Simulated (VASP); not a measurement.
# Al3N: single point with PBE

Al3N, a slab with vacuum:

```xyz
4
Lattice="2.8568 0.0000 0.0000 -1.4284 2.4740 0.0000 0.0000 0.0000 20.1014" Properties=species:S:1:pos:R:3 pbc="T T T"
Al    1.4284    0.8247    4.0000
Al    0.0000    1.6494    6.3007
Al    0.0000    0.0000    8.6014
N    -0.4761    1.6494    9.6546
```

| Property | Result |
| --- | --- |
| Program | VASP 6.6.1 |
| Task | single point |
| Functional | PBE |
| Potentials or basis | VASP PAW PBE potentials, release 64 (Al, N) |
| Cutoff | 520 eV |
| k mesh | 9 × 9 × 1 |
| Occupations | gaussian, width 0.1 eV |
| Spin | no spin polarisation |
| Dipole correction | yes |
| Further INCAR settings | ALGO = Normal; EDIFF = 1e-07; NBANDS = 15 |

```json
{
 "Largest force": "5.703 eV/Å",
 "Band gap on the k mesh": "zero (band 7 reaches 0.05 eV, above the bottom of band 8 at -1.49 eV)"
}
```

Forces in eV/Å, atoms in the order of the input:
```
Al   0.012  0.007 -0.306
Al  -0.016  0.000 -0.034
Al  -4.420  3.588  0.327
N    4.425 -3.595  0.013
```

Levels at points of the mesh, in eV from the Fermi level:
| k point | band 5 | band 6 | band 7 | band 8 | band 9 | band 10 |
| --- | --- | --- | --- | --- | --- | --- |
| (0.00, 0.00, 0.00) | -1.94 | 0.13 | 0.98 | 1.27 | 3.71 | 5.28 |

It took 2 min on 1 thread of Intel(R) Xeon(R) Platinum 8488C (Sapphire Rapids) (shared host), peak memory 0.3 GiB.
